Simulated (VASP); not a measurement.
Input of a VASP 6.6.1 run:

INCAR

```
SYSTEM = H2Se
PREC = Accurate
ENCUT = 600
EDIFF = 1E-6
ISMEAR = 0
SIGMA = 0.1
LREAL = .False.
LASPH = .True.
NELM = 80
ALGO = Normal
ISIF = 3
LWAVE = .False.
LCHARG = .False.
GGA = PE
IVDW = 12
IBRION = 2
NSW = 90
EDIFFG = -0.04
```

Contents of KPOINTS:

```
Automatic mesh
0
Gamma
  6 6 4
  0 0 0
```

The input POSCAR:

```
H2Se
1.0
    3.2109336200      0.0000000000      0.0000000000
   -1.6054668100      2.7807500800      0.0000000000
    0.0000000000      0.0000000000      4.1646049500
H Se
2 1
Direct
    0.3333333300      0.6666666700      0.2500000000
    0.6666666700      0.3333333300      0.7500000000
    0.0000000000      0.0000000000      0.0000000000
```

Potentials or basis: VASP PAW PBE potentials, release 64 (H, Se).

Launch:

```sh
$ cat potpaw_PBE.64/H/POTCAR potpaw_PBE.64/Se/POTCAR > POTCAR
$ mpirun -np 1 vasp_std > vasp.out
```

Task: Estimate the relaxed cell.

Result: a = 3.248 Å, b = 3.248 Å, c = 3.853 Å, α = 90.00°, β = 90.00°, γ = 120.00°.

Task: Estimate the dispersion energy per atom.

Result: -0.143 eV.

Task: What does it give for the relaxed volume?

Result: 11.73 Å³/atom.

Stress tensor (GPa, compression positive):
```
-0.03  0.00  0.00
 0.00 -0.03  0.00
 0.00  0.00  0.09
```

Caveat: the k points lie up to 0.41 Å⁻¹ apart in the final cell; pairwise dispersion overbinds metals, which lowers pressure and volume.
